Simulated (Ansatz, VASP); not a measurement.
# ZrB: VASP beside Ansatz

```
Zr B
1.0
     0.00581    2.32500    2.32500
     2.33081    0.00000    2.33081
     2.32500    2.32500    0.00581
Zr B
1 1
Cartesian
  0.0000 0.0000 0.0000
  2.3308 2.3250 2.3308
```

Change from the starting cell: strain +0.0050 x Voigt [0, 0, 0, 0, 1, 0], atoms carried along.

Alike in both runs: task single point; functional PBE; k mesh 18 × 18 × 18; occupations gaussian, width 0.15 eV; no spin polarisation.

|  | VASP | Ansatz |
| --- | --- | --- |
| version | VASP 6.6.1 | Ansatz 0.2.0 |
| potentials or method | VASP PAW PBE potentials, release 64 (Zr_sv, B), cutoff 520 eV | scalar-relativistic, plane waves, PAW |
| valence electrons in the cell | 15 | 15 |

|  | VASP | Ansatz | Ansatz less VASP |
| --- | --- | --- | --- |
| gap on the k mesh at the Fermi level (eV) | none | none | - |
| pressure (GPa) | 35.0 | 34.8 | -0.17 |
| traceless stress, the component that is largest in VASP (GPa) | -0.29 | -0.29 | -0.001 |

A gap of «none» marks a metal or a gap that the smearing closes. Both programs put the cell under a high pressure, so it lies far from rest at this level. The functional is the same, so the differences come from potentials, cutoffs and numerics.
